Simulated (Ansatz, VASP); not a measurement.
# Two plane-wave programs on AlN

```
Al N
1.0
     0.00000    2.01887    2.09962
     2.01887    0.00000    2.09962
     2.01887    2.01887    0.00000
Al N
1 1
Cartesian
  0.0000 0.0000 0.0000
  2.0189 2.0189 2.0996
```

Change from the starting cell: uniaxial_z strain +4.0%.

Alike in both runs: task single point; functional r2SCAN; k mesh 10 × 10 × 10; no spin polarisation.

```csv
,VASP,Ansatz
version,VASP 6.6.1,Ansatz 0.2.0
potentials or method,"VASP PAW PBE potentials, release 64 (Al, N)","plane waves, PAW"
plane-wave cutoff (eV),520,500
occupations,"gaussian, width 0.01 eV",fixed
valence electrons in the cell,8,8
```

VASP gave:

```
gap on the k mesh at the Fermi level (eV)                     : 4.85
pressure (GPa)                                                : -10.1
traceless stress, the component that is largest in VASP (GPa) : -5.47
```

Task: What did Ansatz give for the same quantities?

Result: gap on the k mesh at the Fermi level (eV): 4.85; pressure (GPa): -9.3; traceless stress, the component that is largest in VASP (GPa): -5.37.

VASP's potentials were made for PBE, not for r2SCAN.
